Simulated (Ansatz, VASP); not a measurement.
## Mo3Se4 in VASP and in Ansatz

```
CELL_PARAMETERS angstrom
4.77250 2.75540 3.73667
-4.77250 2.75540 3.73667
0.00000 -5.51081 3.73667
ATOMIC_POSITIONS crystal
Mo 0.22496 0.41343 0.54683
Mo 0.54683 0.22496 0.41343
Mo 0.41343 0.54683 0.22496
Mo 0.77504 0.58657 0.45317
Mo 0.45317 0.77504 0.58657
Mo 0.58657 0.45317 0.77504
Se 0.38281 0.12716 0.74434
Se 0.74434 0.38281 0.12716
Se 0.12716 0.74434 0.38281
Se 0.61719 0.87284 0.25566
Se 0.25566 0.61719 0.87284
Se 0.87284 0.25566 0.61719
Se 0.21598 0.21598 0.21598
Se 0.78402 0.78402 0.78402
```

Alike in both runs: functional PBEsol; k mesh 6 × 6 × 6; occupations gaussian, width 0.1 eV; no spin polarisation.

Ansatz relaxed the structure, and its values are those at the end. VASP's run is a single point on that final structure, the one shown.

|  | VASP | Ansatz |
| --- | --- | --- |
| version | VASP 6.6.1 | Ansatz 0.2.0 |
| potentials or method | VASP PAW PBE potentials, release 64 (Mo_sv, Se), cutoff 500 eV | scalar-relativistic, plane waves, PAW |
| valence electrons in the cell | 132 | 212 |

VASP gave:

```
gap on the k mesh at the Fermi level (eV) : none
pressure (GPa)                            : -0.6
rms of the force components (eV/Å)        : 0.020
```

Q: What did Ansatz give for the same quantities?

A: gap on the k mesh at the Fermi level (eV): none; pressure (GPa): -1.0; rms of the force components (eV/Å): 0.002.

VASP's potentials were made for PBE, not for PBEsol. A gap of «none» marks a metal or a gap that the smearing closes. VASP's potentials hold 132 valence electrons a cell and Ansatz's 212, so a difference there can come from the potentials and not from the codes. Ansatz's warnings: stress scf threshold loose.
